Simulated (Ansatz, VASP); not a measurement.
CdSe in VASP and in Ansatz

```
CELL_PARAMETERS angstrom
4.38434 0.00000 0.00000
-2.19217 3.79695 0.00000
0.00000 0.00000 7.15768
ATOMIC_POSITIONS crystal
Cd 0.66667 0.33333 0.50000
Cd 0.33333 0.66667 0.00000
Se 0.66667 0.33333 0.88500
Se 0.33333 0.66667 0.38500
```

Change from the starting cell: volume scaled by 1.06.

Alike in both runs: task single point; functional PBEsol; k mesh 7 × 7 × 4; occupations fermi-dirac, width 0.05 eV; no spin polarisation.

|  | VASP | Ansatz |
| --- | --- | --- |
| version | VASP 6.6.1 | Ansatz 0.2.0 |
| potentials or method | VASP PAW PBE potentials, release 64 (Cd, Se), cutoff 520 eV | all-electron LAPW, scalar-relativistic |

|  | VASP | Ansatz | Ansatz less VASP |
| --- | --- | --- | --- |
| gap on the k mesh at the Fermi level (eV) | 0.46 | 0.46 | +0.002 |
| least direct gap on the mesh (eV) | 0.46 | 0.46 | +0.002 |
| pressure (GPa) | -2.2 | -2.5 | -0.25 |
| traceless stress, the component that is largest in VASP (GPa) | -0.83 | -0.79 | +0.043 |
| rms of the force components (eV/Å) | 0.126 | 0.122 | -0.0043 |

VASP's potentials were made for PBE, not for PBEsol. Atom by atom the forces differ by 0.004 eV/Å (rms over components). Ansatz ran all-electron here, and VASP with PAW potentials.
